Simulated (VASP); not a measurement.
# AlSi4NO8 in VASP: further runs

The runs below take AlSi4NO8 through single point, with PBE.

Program: VASP 6.6.1. These are calculated values, not measurements. Logs are shortened: lines on timing, memory, paths and dates and some standing lists are left out, and cuts for length are marked.

**1. The cell of the first run**

The cell holds a disordered packing, 14 atoms: a = 5.758 Å, b = 5.906 Å, c = 5.975 Å, α = 91.49°, β = 89.29°, γ = 92.14°.

**2. Single point, PBE**

INCAR

```
PREC = Accurate
ENCUT = 520
EDIFF = 1E-6
ISMEAR = -1
SIGMA = 0.05
LREAL = False
LASPH = True
NELM = 120
ALGO = Normal
ISIF = 2
LWAVE = False
LCHARG = False
GGA = PE
ISYM = -1
NBANDS = 49
GGA_COMPAT = False
```

KPOINTS

```
explicit points
1
Reciprocal
  0.25000000   0.25000000   0.25000000 1
```

POSCAR

```
AlSi4NO8
1.0
    5.7572110000     -0.1084800000      0.0355500000
   -0.1084800000      5.9047110000     -0.0767980000
    0.0355500000     -0.0767980000      5.9747940000
Si O Al N
4 8 1 1
Direct
    0.2213588131      0.4718025914      0.3884599519
    0.6034050952      0.3927052211      0.0198371566
    0.1172789493      0.1457472387      0.0335022144
    0.3899552923      0.7771890236      0.7562466006
    0.1858767740      0.8827957443      0.9261286713
    0.6252857979      0.6132979715      0.8569139200
    1.0012297203      0.6366671515      0.3082389196
    0.3673181416      0.2584989048      0.9236263274
    0.1427675989      0.2105055067      0.3107861148
    0.8536638952      0.2501634482      0.9668794106
    0.5521987232      0.8966970556      0.5683019157
    0.2233993029      0.5707429573      0.6434394345
    0.7207905477      0.6761261853      0.4423600269
    0.5241955497      0.4804805816      0.2881617000
```

Potentials or basis: VASP PAW PBE potentials, release 64 (Si, O, Al, N).

Command:

```sh
> cat potpaw_PBE.64/Si/POTCAR potpaw_PBE.64/O/POTCAR potpaw_PBE.64/Al/POTCAR potpaw_PBE.64/N/POTCAR > POTCAR
> mpirun -np 1 vasp_std > vasp.out
```

OUTCAR:

```text
PREC = Accurate
   ENCUT = 520
   EDIFF = 1E-6
   ISMEAR = -1
   LREAL = False
   LASPH = True
   NELM = 120
   ISIF = 2
   GGA = PE
   ISYM = -1

 ion  position               nearest neighbor table
   1  0.221  0.472  0.388-  12 1.62   9 1.65   7 1.71  14 1.84   3 2.88   4 2.96  13 3.09   2 3.13
                            13 3.18
   2  0.603  0.393  0.020-   6 1.65   8 1.65  10 1.72  14 1.73  13 3.06   4 3.10   3 3.11   1 3.13

   3  0.117  0.146  0.034-   8 1.70   9 1.70  10 1.71   5 1.72   1 2.88   2 3.11
   4  0.390  0.777  0.756-  11 1.61  12 1.66   5 1.67   6 1.81  13 2.73   1 2.96   2 3.10
   5  0.186  0.883  0.926-   4 1.67   3 1.72
   6  0.625  0.613  0.857-   2 1.65   4 1.81  13 2.56
   7  0.001  0.637  0.308-   1 1.71  13 1.81
   8  0.367  0.258  0.924-   2 1.65   3 1.70
   9  0.143  0.211  0.311-   1 1.65   3 1.70
  10  0.854  0.250  0.967-   3 1.71   2 1.72
  11  0.552  0.897  0.568-   4 1.61  13 1.80
  12  0.223  0.571  0.643-   1 1.62   4 1.66
  13  0.721  0.676  0.442-  11 1.80   7 1.81  14 1.83   6 2.56   4 2.73   2 3.06   1 3.09   1 3.18

  14  0.524  0.480  0.288-   2 1.73  13 1.83   1 1.84

IMPORTANT INFORMATION: All symmetrisations will be switched off!
NOSYMM: (Re-)initialisation of all symmetry stuff for point group C_1.

----------------------------------------------------------------------------------------

                                     Primitive cell

  volume of cell :     203.0000

  direct lattice vectors                    reciprocal lattice vectors
     5.757211000 -0.108480000  0.035550000     0.173761254  0.003179387 -0.000993012
    -0.108480000  5.904711000 -0.076798000     0.003179387  0.169442791  0.002159044
     0.035550000 -0.076798000  5.974794000    -0.000993012  0.002159044  0.167403447

  length of vectors
     5.758342662  5.906206721  5.975393299     0.173793176  0.169486369  0.167420314

  position of ions in fractional coordinates (direct lattice)
     0.221358813  0.471802591  0.388459952
     0.603405095  0.392705221  0.019837157
     0.117278949  0.145747239  0.033502214
     0.389955292  0.777189024  0.756246601
     0.185876774  0.882795744  0.926128671
     0.625285798  0.613297972  0.856913920
     0.001229720  0.636667151  0.308238920
     0.367318142  0.258498905  0.923626327
     0.142767599  0.210505507  0.310786115
     0.853663895  0.250163448  0.966879411
     0.552198723  0.896697056  0.568301916
     0.223399303  0.570742957  0.643439435
     0.720790548  0.676126185  0.442360027
     0.524195550  0.480480582  0.288161700

  ion indices of the primitive-cell ions
   primitive index   ion index
                 1           1
                 2           2
                 3           3
                 4           4
                 5           5
                 6           6
                 7           7
                 8           8
                 9           9
                10          10
                11          11
                12          12
                13          13
                14          14

----------------------------------------------------------------------------------------

 KPOINTS: explicit points

Read explicit list of k-points.

 Found      1 k-points:

 Following reciprocal coordinates:
            Coordinates               Weight
  0.250000  0.250000  0.250000      1.000000
   k-points           NKPTS =      1   k-points in BZ     NKDIM =      1   number of bands    NBANDS=     49
   number of dos      NEDOS =    301   number of ions     NIONS =     14
   total plane-waves  NPLWV = 110592
   dimension x,y,z NGX =    48 NGY =   48 NGZ =   48
   dimension x,y,z NGXF=    96 NGYF=   96 NGZF=   96
   ions per type =               4   8   1   1
   NGX,Y,Z   is equivalent  to a cutoff of  13.86, 13.51, 13.35 a.u.
   NGXF,Y,Z  is equivalent  to a cutoff of  27.72, 27.02, 26.71 a.u.
 SYSTEM =  unknown system
   PREC   = accura    normal or accurate (medium, high low for compatibility)
   ISTART =      0    job   : 0-new  1-cont  2-samecut
   ICHARG =      2    charge: 1-file 2-atom 10-const
   ISPIN  =      1    spin polarized calculation?
   LNONCOLLINEAR =      F non collinear calculations
   LSORBIT =      F    spin-orbit coupling
   LASPH  =      T    aspherical Exc in radial PAW
   ENCUT  =  520.0 eV  38.22 Ry    6.18 a.u.  10.71 10.98 11.11*2*pi/ulx,y,z
   NELM   =    120;   NELMIN=  2; NELMDL= -5     # of ELM steps
   EDIFF  = 0.1E-05   stopping-criterion for ELM
   LREAL  =      F    real-space projection
   EDIFFG = 0.1E-04   stopping-criterion for IOM
   NSW    =      0    number of steps for IOM
   IBRION =     -1    ionic relax: 0-MD 1-quasi-New 2-CG
   NFREE  =      0    steps in history (QN), initial steepest desc. (CG)
   ISIF   =      2    stress and relaxation
   ISYM   =     -1    0-nonsym 1-usesym 2-fastsym
   POTIM  = 0.5000    time-step for ionic-motion
   TEBEG  =    0.0;   TEEND  =   0.0 temperature during run
   PSTRESS=    0.0 pullay stress
   NELECT =      72.0000    total number of electrons
   NUPDOWN=      -1.0000    fix difference up-down
   EMIN   =  10.00;   EMAX   =-10.00  energy-range for DOS
   EFERMI =   0.00;   METHOD = LEGACY
   ISMEAR =    -1;   SIGMA  =   0.05  broadening in eV -4-tet -1-fermi 0-gaus
   EFERMI_NEDOS =   21; number of points for ismear=-14 and -15
   IALGO  =     38    algorithm
   IMIX   =      4    mixing-type and parameters
     AMIX     =   0.40;   BMIX     =  1.00
     AMIX_MAG =   1.60;   BMIX_MAG =  1.00
  volume/ion in A,a.u.               =      14.50        97.85
  Fermi-wavevector in a.u.,A,eV,Ry     =   1.158832  2.189874 18.271136  1.342891
  Thomas-Fermi vector in A             =   2.295430
   LORBIT       =      0    0 simple, 1 ext, 2 COOP (PROOUT), +10 PAW based schemes
   GGA     = PE    functional components
   LHFCALC =     F    Hartree Fock is set to
   AEXX    =    0.0000 exact exchange contribution
   IVDW    =     0    specifies the selected vdW correction
   LEPSILON=     F    determine dielectric tensor
   LRPA    =     F    only Hartree local field effects (RPA)
 non-spin polarized calculation
  energy-cutoff  :      520.00
  volume of cell :      203.00
 maximum number of plane-waves:      5470
 NGX is ok and might be reduce to    42
   NGX = 21   NGY = 21   NGZ = 23

 number of electron      71.9999994 magnetization

 Free energy of the ion-electron system (eV)
  ---------------------------------------------------
  ext. energy  EPLUGINS =         0.00000000
  ---------------------------------------------------
  free energy    TOTEN  =      -104.82346786 eV

  energy without entropy =     -104.82346786  energy(sigma->0) =     -104.82346786

 E-fermi :   2.3960     XC(G=0):  -8.6191

 val. band max:        1.1925239746   @ k =   0.2500   0.2500   0.2500
 cond. band min:       5.4065858087   @ k =   0.2500   0.2500   0.2500
 fundamental gap:      4.2140618341
 Fermi energy:         2.3959591450

 k-point     1 :       0.2500    0.2500    0.2500
  band No.  band energies     occupation
      1     -18.1649      2.00000
      2     -17.8785      2.00000
      3     -17.2575      2.00000
      4     -16.8557      2.00000
      5     -16.7540      2.00000
      6     -16.5270      2.00000
[... 40 lines left out ...]
     47      10.0813      0.00000
     48      10.3229      0.00000
 [bands above 48 left out]

------------------------ aborting loop because EDIFF is reached ----------------------------------------

  FORCE on cell =-STRESS in cart. coord.  units (eV):
  Direction    XX          YY          ZZ          XY          YZ          ZX
  --------------------------------------------------------------------------------------
  -------------------------------------------------------------------------------------
  Total      -23.9982995     -3.7810914     -2.4101839     13.2084891     -5.6274501      7.0130721
  in kB     -189.4065621    -29.8422615    -19.0223745    104.2479909    -44.4146456     55.3506662
  external PRESSURE =     -79.4237327 kB  Pullay stress =       0.0000000 kB

 VOLUME and BASIS-vectors are now :
 -----------------------------------------------------------------------------
  energy-cutoff  :      520.00
  volume of cell :      203.00
      direct lattice vectors                 reciprocal lattice vectors
     5.757211000 -0.108480000  0.035550000     0.173761254  0.003179387 -0.000993012
    -0.108480000  5.904711000 -0.076798000     0.003179387  0.169442791  0.002159044
     0.035550000 -0.076798000  5.974794000    -0.000993012  0.002159044  0.167403447

 POSITION                                       TOTAL-FORCE (eV/Angst)
 -----------------------------------------------------------------------------------
      1.23704      2.73201      2.29260         0.502537      1.180212     -1.486840
      3.43204      2.25183      0.10981         0.234513     -0.226802      0.278983
      0.66058      0.84530      0.19314         0.839212      0.423722     -0.266244
      2.18763      4.48870      4.47259         0.030589     -1.831330      1.052502
      1.00729      5.12136      5.47224        -0.232062      1.013304      0.386128
      3.56383      3.48771      5.09501        -0.885394      1.511078     -0.853838
     -0.05103      3.73553      1.79281        -0.569663     -0.289919      0.630946
      2.11952      1.41558      5.51168        -0.654329     -0.248914      0.416179
      0.81016      1.20362      1.84579        -0.632418     -1.083774     -0.861961
      4.92196      1.31028      5.78804         0.652613     -0.789794      0.555704
      3.10205      5.19119      3.34625         0.461776      0.189515     -0.497631
      1.24712      3.29642      3.80853         0.467446     -0.225583      0.728987
      4.09212      3.88017      2.61671         0.895060     -0.157656     -0.545110
      2.97603      2.75810      1.70344        -1.109880      0.535941      0.462195
 -----------------------------------------------------------------------------------
    total drift:                               -0.000674     -0.001633      0.000043

  FREE ENERGIE OF THE ION-ELECTRON SYSTEM (eV)
  ---------------------------------------------------
  free  energy   TOTEN  =      -104.8234678587 eV

  energy  without entropy=     -104.8234678586  energy(sigma->0) =     -104.82346786
```

Wall time 12 s (1 thread of Intel Xeon 6975P-C (Granite Rapids), shared host); peak memory 0.32 GiB.

What came out:

```
Free energy   : -104.8235 eV
Pressure      : -7.9 GPa
Largest force : 2.112 eV/Å
```

Forces on the atoms (eV/Å):
```
Si   0.503  1.180 -1.487
Si   0.235 -0.227  0.279
Si   0.839  0.424 -0.266
Si   0.031 -1.831  1.053
O   -0.232  1.013  0.386
O   -0.885  1.511 -0.854
O   -0.570 -0.290  0.631
O   -0.654 -0.249  0.416
O   -0.632 -1.084 -0.862
O    0.653 -0.790  0.556
O    0.462  0.190 -0.498
O    0.467 -0.226  0.729
Al   0.895 -0.158 -0.545
N   -1.110  0.536  0.462
```

Caveat: the atoms stand as in a frame of molecular dynamics.

**3. Single point, PBE**

INCAR

```
SYSTEM = AlSi4NO8
ALGO = Normal
EDIFF = 1E-6
ENCUT = 520
GGA = PE
GGA_COMPAT = .FALSE.
ISIF = 2
ISMEAR = -1
ISYM = -1
LASPH = .TRUE.
LCHARG = .FALSE.
LREAL = .FALSE.
LWAVE = .FALSE.
NBANDS = 49
NELM = 120
PREC = Accurate
SIGMA = 0.05
```

KPOINTS is that of step 2.

POSCAR

```
AlSi4NO8
1.0
    5.7572110000     -0.1084800000      0.0355500000
   -0.1084800000      5.9047110000     -0.0767980000
    0.0355500000     -0.0767980000      5.9747940000
Si O Al N
4 8 1 1
Direct
    0.2276475646      0.4875809737      0.3973479877
    0.6070080052      0.3907104313      0.0210155606
    0.1263721671      0.1523275317      0.0397822786
    0.3791408749      0.7603304406      0.7792301122
    0.1940221290      0.8816214466      0.9540916854
    0.6200423613      0.6273973599      0.8673519717
    0.9896719806      0.6428763616      0.3307964726
    0.3727178938      0.2505160000      0.9402086510
    0.1311737955      0.2336528980      0.3055822254
    0.8675280452      0.2591143362      0.9716376566
    0.5364864542      0.9043085793      0.5897518805
    0.2243362191      0.5600936530      0.6616599534
    0.7212010501      0.6987763269      0.4398210092
    0.5095377159      0.4889078089      0.3021259103
```

Potentials or basis: VASP PAW PBE potentials, release 64 (Si, O, Al, N).

Command:

```sh
> cat potpaw_PBE.64/Si/POTCAR potpaw_PBE.64/O/POTCAR potpaw_PBE.64/Al/POTCAR potpaw_PBE.64/N/POTCAR > POTCAR
> mpirun -np 1 vasp_std > vasp.out
```

OUTCAR:

```text
SYSTEM = AlSi4NO8
   EDIFF = 1E-6
   ENCUT = 520
   GGA = PE
   ISIF = 2
   ISMEAR = -1
   ISYM = -1
   LASPH = .TRUE.
   LREAL = .FALSE.
   NELM = 120
   PREC = Accurate

 ion  position               nearest neighbor table
   1  0.228  0.488  0.397-  12 1.63   9 1.66  14 1.71   7 1.73   4 2.88   3 2.92  13 3.07  13 3.22

   2  0.607  0.391  0.021-   8 1.63   6 1.69  10 1.73  14 1.85   4 3.00   3 3.06  13 3.12
   3  0.126  0.152  0.040-   8 1.62   9 1.65  10 1.70   5 1.72   1 2.92   2 3.06   4 3.15
[... 212 lines left out ...]
  energy-cutoff  :      520.00
  volume of cell :      203.00
      direct lattice vectors                 reciprocal lattice vectors
     5.757211000 -0.108480000  0.035550000     0.173761254  0.003179387 -0.000993012
    -0.108480000  5.904711000 -0.076798000     0.003179387  0.169442791  0.002159044
     0.035550000 -0.076798000  5.974794000    -0.000993012  0.002159044  0.167403447

 POSITION                                       TOTAL-FORCE (eV/Angst)
 -----------------------------------------------------------------------------------
      1.27185      2.82381      2.34472        -1.594541      0.165639     -1.114013
      3.45304      2.23957      0.11714         0.511186      1.042364      1.315059
      0.71244      0.88269      0.23049        -0.320176     -0.483105      0.288722
      2.12801      4.38856      4.61083         1.716974      1.050867     -0.277370
      1.05531      5.11140      5.63969        -0.805271      0.830938      0.284832
      3.53249      3.57073      5.15611        -0.258805     -0.864729      0.792121
      5.63977      3.66324      1.96225         1.010311     -0.000994      0.202698
      2.15206      1.36659      5.61156         0.827835      0.567765     -0.749895
      0.74071      1.34195      1.81251        -0.149055     -1.100820      0.419546
      5.00098      1.36127      5.81628        -0.792466     -0.305817      0.072411
      3.01153      5.23619      3.47327         0.178125     -0.815529     -0.454633
      1.25431      3.23204      3.91824        -0.521018     -0.873206      0.052415
      4.09194      4.01406      2.59981        -1.498999     -0.058780      0.419463
      2.89122      2.80838      1.78571         1.695900      0.845406     -1.251355
 -----------------------------------------------------------------------------------
    total drift:                                0.000051     -0.001644      0.000784

  FREE ENERGIE OF THE ION-ELECTRON SYSTEM (eV)
  ---------------------------------------------------
  free  energy   TOTEN  =      -104.7581887556 eV

  energy  without entropy=     -104.7581887556  energy(sigma->0) =     -104.75818876
```

Wall time 17 s (1 thread of Intel Xeon 6975P-C (Granite Rapids), shared host); peak memory 0.32 GiB.

Results:

| Property | Result |
| --- | --- |
| Free energy | -104.7582 eV |
| Pressure | -6.2 GPa |
| Largest force | 2.271 eV/Å |

Forces on the atoms (eV/Å):
```
Si  -1.595  0.166 -1.114
Si   0.511  1.042  1.315
Si  -0.320 -0.483  0.289
Si   1.717  1.051 -0.277
O   -0.805  0.831  0.285
O   -0.259 -0.865  0.792
O    1.010 -0.001  0.203
O    0.828  0.568 -0.750
O   -0.149 -1.101  0.420
O   -0.792 -0.306  0.072
O    0.178 -0.816 -0.455
O   -0.521 -0.873  0.052
Al  -1.499 -0.059  0.419
N    1.696  0.845 -1.251
```

Levels at points of the mesh, in eV from the Fermi level:
```
           k point  band 32  band 33  band 34  band 35  band 36  band 37  band 38  band 39  band 40  band 41
(0.25, 0.25, 0.25)    -2.41    -2.23    -2.07    -1.76    -1.25     2.98     4.31     4.81     5.28     5.91
```

Caveat: the atoms stand as in a frame of molecular dynamics.
